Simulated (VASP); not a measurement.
# LiF (Fm-3m) in VASP: single point with PBE

Aim: the single point of LiF with PBE.

All numbers are computed with VASP 6.6.1; they aren't measurements. Logs are shortened: lines on timing, memory, paths and dates and some standing lists are left out, and cuts for length are marked.

### Step 1. The cell of the first run

The structure is cubic, space group Fm-3m (No. 225). The conventional cell has a = 4.068 Å, b = 4.068 Å, c = 4.068 Å, α = 90.00°, β = 90.00°, γ = 90.00°. Li (site symmetry m-3m) has 6 F at 2.03 Å within 2.7 Å. F (site symmetry m-3m) has 6 Li at 2.03 Å within 2.7 Å.

### Step 2. Single point, PBE

Contents of INCAR:

```
PREC = Accurate ; ENCUT = 520
EDIFF = 1E-6 ; ISMEAR = 0
SIGMA = 0.01 ; LREAL = Auto
LASPH = T ; NELM = 80
ALGO = Normal ; ISIF = 2
LWAVE = F ; LCHARG = F
GGA = PE ; NBANDS = 102
```

Contents of KPOINTS:

```
Automatic mesh
0
Gamma
  2 2 2
  0.5 0.5 0.5
```

Contents of POSCAR:

```
LiF
1.0
   -4.0681815579      4.0681815579     -4.0681815579
    4.0681815579     -4.0681815579     -4.0681815579
   -4.0681815579     -4.0681815579      4.0681815579
Li F
16 16
Direct
    0.5000000000      0.2500000000      0.2500000000
    0.2500000000      0.2500000000      0.5000000000
    0.0000000000      0.2500000000      0.7500000000
    0.7500000000      0.0000000000      0.2500000000
    0.7500000000      0.2500000000      0.0000000000
    0.5000000000      0.0000000000      0.5000000000
    0.2500000000      0.0000000000      0.7500000000
    0.0000000000      0.7500000000      0.2500000000
    1.0000000000      1.0000000000      1.0000000000
    0.7500000000      0.7500000000      0.5000000000
    0.5000000000      0.7500000000      0.7500000000
    0.2500000000      0.5000000000      0.2500000000
    0.2500000000      0.7500000000      0.0000000000
    0.0000000000      0.5000000000      0.5000000000
    0.7500000000      0.5000000000      0.7500000000
    0.5000000000      0.5000000000      0.0000000000
    0.7500000000      0.2500000000      0.5000000000
    0.5000000000      0.2500000000      0.7500000000
    0.2500000000      0.2500000000      0.0000000000
    0.0000000000      0.0000000000      0.5000000000
    0.0000000000      0.2500000000      0.2500000000
    0.7500000000      0.0000000000      0.7500000000
    0.5000000000      0.0000000000      0.0000000000
    0.2500000000      0.7500000000      0.5000000000
    0.2500000000      0.0000000000      0.2500000000
    0.0000000000      0.7500000000      0.7500000000
    0.7500000000      0.7500000000      0.0000000000
    0.5000000000      0.5000000000      0.5000000000
    0.5000000000      0.7500000000      0.2500000000
    0.2500000000      0.5000000000      0.7500000000
    0.0000000000      0.5000000000      0.0000000000
    0.7500000000      0.5000000000      0.2500000000
```

Potentials or basis: VASP PAW PBE potentials, release 64 (Li_sv, F).

Launch:

```bash
$ cat potpaw_PBE.64/Li_sv/POTCAR potpaw_PBE.64/F/POTCAR > POTCAR
$ mpirun -np 1 vasp_std > vasp.out
```

OUTCAR:

```text
PREC = Accurate
   ENCUT = 520
   EDIFF = 1E-6
   ISMEAR = 0
   LREAL = Auto
   LASPH = T
   NELM = 80
   ISIF = 2
   GGA = PE

 ion  position               nearest neighbor table
   1  0.500  0.250  0.250-  17 2.03  19 2.03  23 2.03  25 2.03  28 2.03  32 2.03
   2  0.250  0.250  0.500-  18 2.03  20 2.03  21 2.03  25 2.03  28 2.03  30 2.03
   3  0.000  0.250  0.750-  17 2.03  19 2.03  20 2.03  22 2.03  30 2.03  31 2.03
   4  0.750  0.000  0.250-  17 2.03  20 2.03  21 2.03  23 2.03  27 2.03  29 2.03
   5  0.750  0.250  0.000-  18 2.03  21 2.03  22 2.03  23 2.03  31 2.03  32 2.03
   6  0.500  0.000  0.500-  17 2.03  18 2.03  22 2.03  24 2.03  25 2.03  29 2.03
[... 24 lines left out ...]
  31  0.000  0.500  0.000-   3 2.03   5 2.03   8 2.03  12 2.03  13 2.03  15 2.03
  32  0.750  0.500  0.250-   1 2.03   5 2.03   8 2.03  10 2.03  14 2.03  16 2.03

  LATTYP: Found a body centered cubic cell.
 ALAT       =     8.1363631158

  Lattice vectors:

 A1 = (  -4.0681815579,   4.0681815579,  -4.0681815579)
 A2 = (   4.0681815579,  -4.0681815579,  -4.0681815579)
 A3 = (  -4.0681815579,  -4.0681815579,   4.0681815579)

Analysis of symmetry for initial positions (statically):
=====================================================================
 Subroutine PRICEL returns following result:

  LATTYP: Found a face centered cubic cell.
 ALAT       =     4.0681815579

  Lattice vectors:

 A1 = (   2.0340907790,  -2.0340907790,   0.0000000000)
 A2 = (   2.0340907790,   0.0000000000,   2.0340907790)
 A3 = (   0.0000000000,  -2.0340907790,   2.0340907790)

  16 primitive cells build up your supercell.

 Routine SETGRP: Setting up the symmetry group for a
 body centered cubic supercell.

 Subroutine GETGRP returns: Found 48 space group operations
 (whereof 48 operations were pure point group operations)
 out of a pool of 48 trial point group operations.

The static configuration has the point symmetry O_h .

Analysis of symmetry for dynamics (positions and initial velocities):
=====================================================================
 Subroutine PRICEL returns following result:

  LATTYP: Found a face centered cubic cell.
 ALAT       =     4.0681815579

  Lattice vectors:

 A1 = (   2.0340907790,  -2.0340907790,   0.0000000000)
 A2 = (   2.0340907790,   0.0000000000,   2.0340907790)
 A3 = (   0.0000000000,  -2.0340907790,   2.0340907790)

  16 primitive cells build up your supercell.

 Routine SETGRP: Setting up the symmetry group for a
 body centered cubic supercell.

 Subroutine GETGRP returns: Found 48 space group operations
 (whereof 48 operations were pure point group operations)
 out of a pool of 48 trial point group operations.

The dynamic configuration has the point symmetry O_h .

 Subroutine INISYM returns: Found 48 space group operations
 (whereof 48 operations are pure point group operations),
 and found    16 'primitive' translations

----------------------------------------------------------------------------------------

                                     Primitive cell

  volume of cell :      16.8322

  direct lattice vectors                    reciprocal lattice vectors
     2.034090779 -2.034090779  0.000000000     0.245810072 -0.245810072 -0.245810072
     2.034090779  0.000000000  2.034090779     0.245810072  0.245810072  0.245810072
     0.000000000 -2.034090779  2.034090779    -0.245810072 -0.245810072  0.245810072

  length of vectors
     2.876638767  2.876638767  2.876638767     0.425755533  0.425755533  0.425755533

  position of ions in fractional coordinates (direct lattice)
     1.000000000  0.000000000  0.000000000
     0.500000000  0.500000000  0.500000000

  ion indices of the primitive-cell ions
   primitive index   ion index
                 1           1
                 2          17

----------------------------------------------------------------------------------------

 KPOINTS: Automatic mesh

Automatic generation of k-mesh.
 Grid dimensions read from file:
 generate k-points for:    2    2    2

 Generating k-lattice:

  Cartesian coordinates                     Fractional coordinates (reciprocal lattice)
    -0.061452518  0.000000000 -0.061452518     0.500000000  0.000000000  0.000000000
     0.000000000 -0.061452518 -0.061452518     0.000000000  0.500000000  0.000000000
    -0.061452518 -0.061452518  0.000000000     0.000000000  0.000000000  0.500000000

  Length of vectors
     0.086906984  0.086906984  0.086906984

  Shift w.r.t. Gamma in fractional coordinates (k-lattice)
     0.500000000  0.500000000  0.500000000

 Subroutine IBZKPT returns following result:
 ===========================================

 Found      2 irreducible k-points:

 Following reciprocal coordinates:
            Coordinates               Weight
  0.250000  0.250000  0.250000      2.000000
 -0.250000  0.250000  0.250000      6.000000
   k-points           NKPTS =      2   k-points in BZ     NKDIM =      2   number of bands    NBANDS=    102
   number of dos      NEDOS =    301   number of ions     NIONS =     32
   total plane-waves  NPLWV = 157464
   dimension x,y,z NGX =    54 NGY =   54 NGZ =   54
   dimension x,y,z NGXF=   108 NGYF=  108 NGZF=  108
   ions per type =              16  16
   NGX,Y,Z   is equivalent  to a cutoff of  12.74, 12.74, 12.74 a.u.
   NGXF,Y,Z  is equivalent  to a cutoff of  25.48, 25.48, 25.48 a.u.
 SYSTEM =  unknown system
   PREC   = accura    normal or accurate (medium, high low for compatibility)
   ISTART =      0    job   : 0-new  1-cont  2-samecut
   ICHARG =      2    charge: 1-file 2-atom 10-const
   ISPIN  =      1    spin polarized calculation?
   LNONCOLLINEAR =      F non collinear calculations
   LSORBIT =      F    spin-orbit coupling
   LASPH  =      T    aspherical Exc in radial PAW
   ENCUT  =  520.0 eV  38.22 Ry    6.18 a.u.  13.10 13.10 13.10*2*pi/ulx,y,z
   NELM   =     80;   NELMIN=  2; NELMDL= -5     # of ELM steps
   EDIFF  = 0.1E-05   stopping-criterion for ELM
   LREAL  =      T    real-space projection
   EDIFFG = 0.1E-04   stopping-criterion for IOM
   NSW    =      0    number of steps for IOM
   IBRION =     -1    ionic relax: 0-MD 1-quasi-New 2-CG
   NFREE  =      0    steps in history (QN), initial steepest desc. (CG)
   ISIF   =      2    stress and relaxation
   ISYM   =      2    0-nonsym 1-usesym 2-fastsym
   POTIM  = 0.5000    time-step for ionic-motion
   TEBEG  =    0.0;   TEEND  =   0.0 temperature during run
   PSTRESS=    0.0 pullay stress
   NELECT =     160.0000    total number of electrons
   NUPDOWN=      -1.0000    fix difference up-down
   EMIN   =  10.00;   EMAX   =-10.00  energy-range for DOS
   EFERMI =   0.00;   METHOD = LEGACY
   ISMEAR =     0;   SIGMA  =   0.01  broadening in eV -4-tet -1-fermi 0-gaus
   EFERMI_NEDOS =   21; number of points for ismear=-14 and -15
   IALGO  =     38    algorithm
   IMIX   =      4    mixing-type and parameters
     AMIX     =   0.40;   BMIX     =  1.00
     AMIX_MAG =   1.60;   BMIX_MAG =  1.00
  volume/ion in A,a.u.               =       8.42        56.79
  Fermi-wavevector in a.u.,A,eV,Ry     =   1.376241  2.600718 25.769970  1.894039
  Thomas-Fermi vector in A             =   2.501504
   LORBIT       =      0    0 simple, 1 ext, 2 COOP (PROOUT), +10 PAW based schemes
   GGA     = PE    functional components
   LHFCALC =     F    Hartree Fock is set to
   AEXX    =    0.0000 exact exchange contribution
   IVDW    =     0    specifies the selected vdW correction
   LEPSILON=     F    determine dielectric tensor
   LRPA    =     F    only Hartree local field effects (RPA)
 non-spin polarized calculation
 Gauss-broadening in eV      SIGMA  =   0.01
  energy-cutoff  :      520.00
  volume of cell :      269.32
 maximum number of plane-waves:      7296
 NGX is ok and might be reduce to    54
   NGX = 27   NGY = 27   NGZ = 27

 number of electron     160.0000251 magnetization

 Free energy of the ion-electron system (eV)
  ---------------------------------------------------
  ext. energy  EPLUGINS =         0.00000000
  ---------------------------------------------------
  free energy    TOTEN  =      -154.25969530 eV

  energy without entropy =     -154.25969530  energy(sigma->0) =     -154.25969530

 E-fermi :  -1.1846     XC(G=0):  -9.8382

 val. band max:       -1.3072077086   @ k =   0.2500   0.2500   0.2500
 cond. band min:       8.2688927208   @ k =  -0.2500   0.2500   0.2500
 fundamental gap:      9.5761004294
 Fermi energy:        -1.1846210497

 k-point     1 :       0.2500    0.2500    0.2500
  band No.  band energies     occupation
      1     -42.1588      2.00000
      2     -42.1588      2.00000
      3     -42.1588      2.00000
      4     -42.1588      2.00000
      5     -42.1263      2.00000
      6     -42.1263      2.00000
[... 84 lines left out ...]
     91      11.5454      0.00000
     92      11.5454      0.00000

 k-point     2 :      -0.2500    0.2500    0.2500
  band No.  band energies     occupation
      1     -42.1745      2.00000
      2     -42.1459      2.00000
      3     -42.1459      2.00000
      4     -42.1459      2.00000
      5     -42.1459      2.00000
      6     -42.1335      2.00000
[... 84 lines left out ...]
     91      12.1732      0.00000
     92      12.1732      0.00000
 [bands above 92 left out]

------------------------ aborting loop because EDIFF is reached ----------------------------------------

  FORCE on cell =-STRESS in cart. coord.  units (eV):
  Direction    XX          YY          ZZ          XY          YZ          ZX
  --------------------------------------------------------------------------------------
  -------------------------------------------------------------------------------------
  Total       -0.7763080     -0.7763080     -0.7763080     -0.0000000     -0.0000000      0.0000000
  in kB       -4.6183163     -4.6183163     -4.6183163     -0.0000000     -0.0000000      0.0000000
  external PRESSURE =      -4.6183163 kB  Pullay stress =       0.0000000 kB

 VOLUME and BASIS-vectors are now :
 -----------------------------------------------------------------------------
  energy-cutoff  :      520.00
  volume of cell :      269.32
      direct lattice vectors                 reciprocal lattice vectors
    -4.068181558  4.068181558 -4.068181558    -0.122905036  0.000000000 -0.122905036
     4.068181558 -4.068181558 -4.068181558     0.000000000 -0.122905036 -0.122905036
    -4.068181558 -4.068181558  4.068181558    -0.122905036 -0.122905036  0.000000000

 POSITION                                       TOTAL-FORCE (eV/Angst)
 -----------------------------------------------------------------------------------
     -2.03409      0.00000     -2.03409         0.000000     -0.000000     -0.000000
     -2.03409     -2.03409      0.00000         0.000000     -0.000000     -0.000000
     -2.03409     -4.06818      2.03409        -0.000000      0.000000     -0.000000
     -4.06818      2.03409     -2.03409        -0.000000     -0.000000     -0.000000
     -2.03409      2.03409     -4.06818        -0.000000      0.000000      0.000000
     -4.06818      0.00000      0.00000         0.000000      0.000000      0.000000
[... 24 lines left out ...]
      2.03409     -2.03409     -2.03409         0.000000      0.000000     -0.000000
     -2.03409     -0.00000     -4.06818        -0.000000     -0.000000     -0.000000
 -----------------------------------------------------------------------------------
    total drift:                                0.000000      0.000000     -0.000000

  FREE ENERGIE OF THE ION-ELECTRON SYSTEM (eV)
  ---------------------------------------------------
  free  energy   TOTEN  =      -154.2596953011 eV

  energy  without entropy=     -154.2596953011  energy(sigma->0) =     -154.25969530
```

It took 77 s on 1 thread of Intel Xeon Platinum 8559C (Emerald Rapids), shared host; peak memory 0.36 GiB.

What came out:

| Property | Result |
| --- | --- |
| Free energy | -154.2597 eV |
| Band gap on the k mesh | 9.58 eV |

Caveat: the k points lie up to 0.55 Å⁻¹ apart; the cutoff is under 1.25 times the usual one of these potentials, so pressure, stress and relaxed cells hold a basis-set (Pulay) error; a shifted mesh leaves out Γ, where band edges can lie. A k mesh can miss the band edges.
